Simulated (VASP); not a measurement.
A run of VASP 6.6.1:

File INCAR:

```
SYSTEM = Cu
ALGO = Normal
EDIFF = 1E-8
ENCUT = 520
ISIF = 2
ISMEAR = -1
LASPH = .TRUE.
LCHARG = .FALSE.
LEFG = .TRUE.
LREAL = .FALSE.
LWAVE = .FALSE.
NBANDS = 12
NELM = 80
PREC = Accurate
SIGMA = 0.05
```

File KPOINTS:

```
k-points
0
G
  17 17 17
  0 0 0
```

POSCAR

```
Cu
1.0
    0.0000000000      1.7887153358      1.7887153358
    1.7887153358      0.0000000000      1.7887153358
    1.7887153358      1.7887153358      0.0000000000
Cu
1
Direct
    0.0000000000      0.0000000000      0.0000000000
```

Potentials or basis: VASP PAW LDA potentials, release 64 (Cu).

Command:

```bash
$ cat potpaw_LDA.64/Cu/POTCAR > POTCAR
$ mpirun -np 1 vasp_std > vasp.out
```

Hardware: 1 thread of Intel Xeon 6975P-C, on a shared host.

**Question.** Estimate the wall time of this run.

**Answer.** It took 15 s on 1 thread of Intel Xeon 6975P-C, on a shared host, peak memory 0.13 GiB. Counts: scf iterations 12, k points 165.
